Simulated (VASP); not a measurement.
Here is a VASP 6.6.1 calculation.

INCAR

```
SYSTEM = Re
PREC = Accurate ; ENCUT = 520
EDIFF = 1E-7 ; ISMEAR = -1
SIGMA = 0.1 ; LREAL = .FALSE.
LASPH = .TRUE. ; NELM = 60
ALGO = Normal ; ISIF = 2
LWAVE = .FALSE. ; LCHARG = .FALSE.
GGA = RP ; NBANDS = 22
```

KPOINTS

```
Automatic mesh
0
G
  15 15 4
  0 0 0
```

The input POSCAR:

```
Re
1.0
    2.7491666533      0.0000000000      0.0000000000
   -1.3745833266      2.3808481610      0.0000000000
    0.0000000000      0.0000000000      8.8632727950
Re
4
Direct
    0.0000000000      1.0000000000      1.0000000000
    0.0000000000      1.0000000000      0.5000000000
    0.3333333333      0.6666666667      0.2500000000
    0.6666666667      0.3333333333      0.7500000000
```

Potentials or basis: VASP PAW PBE potentials, release 64 (Re).

Launch:

```console
$ cat potpaw_PBE.64/Re/POTCAR > POTCAR
$ mpirun -np 1 vasp_std > vasp.out
```

Estimate the band gap on the k mesh.

zero (band 14 reaches 9.59 eV, above the bottom of band 15 at 6.96 eV).

What does it give for the pressure?

15.4 GPa.

Stress tensor (GPa, compression positive):
```
15.29  0.00  0.00
 0.00 15.29  0.00
 0.00  0.00 15.54
```

Caveat: the PAW data sets were made with another functional, which shifts forces and pressure a little; spin-orbit coupling is left out, which moves the levels of the heavy elements.
